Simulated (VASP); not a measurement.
Wanted: the native input for a VASP 6.6.1 run.

- Task: single point
- Functional: PBE
- Potentials or basis: VASP PAW PBE potentials, release 64 (Nb_sv, As)
- Cutoff: 520 eV
- k mesh: 7 × 7 × 1
- Occupations: fermi-dirac, width 0.05 eV
- Spin: no spin polarisation
- Dipole correction: yes
- Further INCAR settings: ALGO = Normal; EDIFF = 1e-07; NBANDS = 16

The structure of NbAs lies in POSCAR:

```
NbAs
1.0
    3.6117000000      0.0000000000      0.0000000000
    0.0000000000      3.6117000000      0.0000000000
    0.0000000000      0.0000000000     23.8000000000
Nb As
1 1
Direct
    0.0000000000      0.0000000000      0.2941200000
    0.5000000000      0.5000000000      0.2941200000
```

One way to write it, as run:

INCAR

```
SYSTEM = NbAs
  ALGO = Normal
  DIPOL = 0.5 0.5 0.294
  EDIFF = 1E-7
  ENCUT = 520
  GGA = PE
  IDIPOL = 3
  ISIF = 2
  ISMEAR = -1
  LASPH = .True.
  LCHARG = .False.
  LDIPOL = .True.
  LREAL = .False.
  LWAVE = .False.
  NBANDS = 16
  NELM = 80
  PREC = Accurate
  SIGMA = 0.05
```

KPOINTS

```
k-points
0
Gamma
  7 7 1
  0 0 0
```

Potentials or basis: VASP PAW PBE potentials, release 64 (Nb_sv, As).

Run with:

```console
$ cat potpaw_PBE.64/Nb_sv/POTCAR potpaw_PBE.64/As/POTCAR > POTCAR
$ mpirun -np 1 vasp_std > vasp.out
```

It gave:

| Property | Result |
| --- | --- |
| Band gap on the k mesh | zero (band 9 reaches -2.58 eV, above the bottom of band 10 at -3.05 eV) |

Run time: 3.8 min on 1 thread of AMD EPYC 7R13 (shared host), peak memory 0.33 GiB.
